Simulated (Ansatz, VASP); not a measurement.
# Two plane-wave programs on LiF

```xyz
2
Lattice="0.0000 1.9537 1.9537 1.9537 0.0000 1.9537 1.9537 1.9537 0.0000" Properties=species:S:1:pos:R:3 pbc="T T T"
Li    0.0000    0.0000    0.0000
F     1.9537    1.9537    1.9537
```

Alike in both runs: task relaxation of cell and atoms; functional LDA; k mesh 10 × 10 × 10; occupations gaussian, width 0.02 eV; no spin polarisation.

|  | VASP | Ansatz |
| --- | --- | --- |
| version | VASP 6.6.1 | Ansatz 0.2.0 |
| potentials or method | VASP PAW LDA potentials, release 64 (Li_sv, F), cutoff 750 eV | scalar-relativistic, plane waves, PAW |
| valence electrons in the cell | 10 | 10 |

Ansatz gave:

| Property | Result |
| --- | --- |
| gap on the k mesh at the Fermi level, each at its own relaxed structure (eV) | 9.71 |
| relaxed volume (Å³/atom) | 7.46 |
| relaxed cell length with the largest relative difference (Å) | 2.763 |

Question: Estimate VASP's values.

Answer: gap on the k mesh at the Fermi level, each at its own relaxed structure (eV): 9.74; relaxed volume (Å³/atom): 7.42; relaxed cell length with the largest relative difference (Å): 2.758.

Ansatz warns that its potentials were made for another functional, while VASP's fit it. LDA's correlation is that of Perdew and Zunger in VASP and of Perdew and Wang (1992) in Ansatz.
